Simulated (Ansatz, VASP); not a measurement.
# Two plane-wave programs on Al2Pt

Contents of INCAR:

```
SYSTEM = Al2Pt
  PREC = Accurate
  ENCUT = 520
  EDIFF = 1E-6
  ISMEAR = 1
  SIGMA = 0.05
  LREAL = .FALSE.
  LASPH = .TRUE.
  NELM = 100
  ALGO = Normal
  ISIF = 2
  LWAVE = .FALSE.
  LCHARG = .FALSE.
  GGA = PE
  NBANDS = 15
```

Contents of KPOINTS:

```
regular mesh
0
G
  7 7 7
  0 0 0
```

Contents of POSCAR:

```
Al2Pt
1.0
    0.0000000000      2.9550000000      2.9550000000
    2.9550000000      0.0000000000      2.9550000000
    2.9550000000      2.9550000000      0.0000000000
Al Pt
2 1
Direct
    0.2500000000      0.2500000000      0.2500000000
    0.7500000000      0.7500000000      0.7500000000
    0.0000000000      0.0000000000      0.0000000000
```

Input for Ansatz:

```yaml
crystal:
  lattice:
    - [0.0, 2.955, 2.955]
    - [2.955, 0.0, 2.955]
    - [2.955, 2.955, 0.0]
  atoms:
    - { symbol: Al, position: [0.25, 0.25, 0.25] }
    - { symbol: Al, position: [0.75, 0.75, 0.75] }
    - { symbol: Pt, position: [0.0, 0.0, 0.0] }
basis:
  ecutwfc: 571.4391111657479
kpoints:
  mp_grid:
    grid: [7, 7, 7]
    shift: [0.0, 0.0, 0.0]
hamiltonian:
  xc: pbe
scf:
  occupations:
    method: cold
    width: 0.05
output:
  stress: true
```

Alike in both runs: task single point; functional PBE; k mesh 7 × 7 × 7; no spin polarisation.

```csv
,VASP,Ansatz
version,VASP 6.6.1,Ansatz 0.2.0
potentials or method,"VASP PAW PBE potentials, release 64 (Al, Pt), cutoff 520 eV","plane waves, PAW"
occupations,"methfessel-paxton of order 1, width 0.05 eV","cold, width 0.05 eV"
valence electrons in the cell,16,24
```

Ansatz gave:

```
pressure (GPa) : 2.6
```

Estimate VASP's values.

pressure (GPa): 2.4.

VASP's potentials hold 16 valence electrons a cell and Ansatz's 24, so a difference there can come from the potentials and not from the codes.

Spin-orbit coupling is off throughout.
